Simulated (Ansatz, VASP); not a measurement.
AsS2 in VASP and in Ansatz

```
As S
1.0
     0.00000    3.77373    3.77373
     3.77373    0.00000    3.77373
     3.77373    3.77373    0.00000
As S
2 4
Direct
  0.00000 0.00000 0.00000
  0.25000 0.25000 0.25000
  0.62500 0.62500 0.62500
  0.12500 0.62500 0.62500
  0.62500 0.62500 0.12500
  0.62500 0.12500 0.62500
```

Alike in both runs: functional r2SCAN; k mesh 4 × 4 × 4; occupations gaussian, width 0.1 eV; no spin polarisation.

Ansatz relaxed the structure, and its values are those at the end. VASP's run is a single point on that final structure, the one shown.

|  | VASP | Ansatz |
| --- | --- | --- |
| version | VASP 6.6.1 | Ansatz 0.2.0 |
| potentials or method | VASP PAW PBE potentials, release 64 (As, S), cutoff 520 eV | scalar-relativistic, plane waves, PAW |
| valence electrons in the cell | 34 | 54 |

Ansatz gave:

```
gap on the k mesh at the Fermi level (eV) : none
pressure (GPa)                            : 0.3
```

**Question.** Estimate VASP's values.

**Answer.** gap on the k mesh at the Fermi level (eV): none; pressure (GPa): 0.0.

VASP's potentials were made for PBE, not for r2SCAN. A gap of «none» marks a metal or a gap that the smearing closes. VASP's potentials hold 34 valence electrons a cell and Ansatz's 54, so a difference there can come from the potentials and not from the codes.

The k mesh is coarse, so the values compare programs but aren't converged.
